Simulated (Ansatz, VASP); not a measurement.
# Two plane-wave programs on Fe

```xyz
1
Lattice="0.0000 1.6875 1.6875 1.6875 0.0000 1.6875 1.6875 1.6875 0.0000" Properties=species:S:1:pos:R:3 pbc="T T T"
Fe    0.0000    0.0000    0.0000
```

Alike in both runs: functional LDA; k mesh 15 × 15 × 15; occupations fermi-dirac, width 0.1 eV; no spin polarisation.

Ansatz relaxed the structure, and its values are those at the end. VASP's run is a single point on that final structure, the one shown.

```csv
,VASP,Ansatz
version,VASP 6.6.1,Ansatz 0.2.0
potentials or method,"VASP PAW LDA potentials, release 64 (Fe), cutoff 520 eV","plane waves (420 eV) with PAW, scalar-relativistic"
valence electrons in the cell,8,16
```

```csv
,VASP,Ansatz,Ansatz less VASP
pressure (GPa),-0.3,0.0,+0.26
```

Ansatz warns that its potentials were made for another functional, while VASP's fit it. LDA's correlation is that of Perdew and Zunger in VASP and of Perdew and Wang (1992) in Ansatz. VASP's potentials hold 8 valence electrons a cell and Ansatz's 16, so a difference there can come from the potentials and not from the codes.
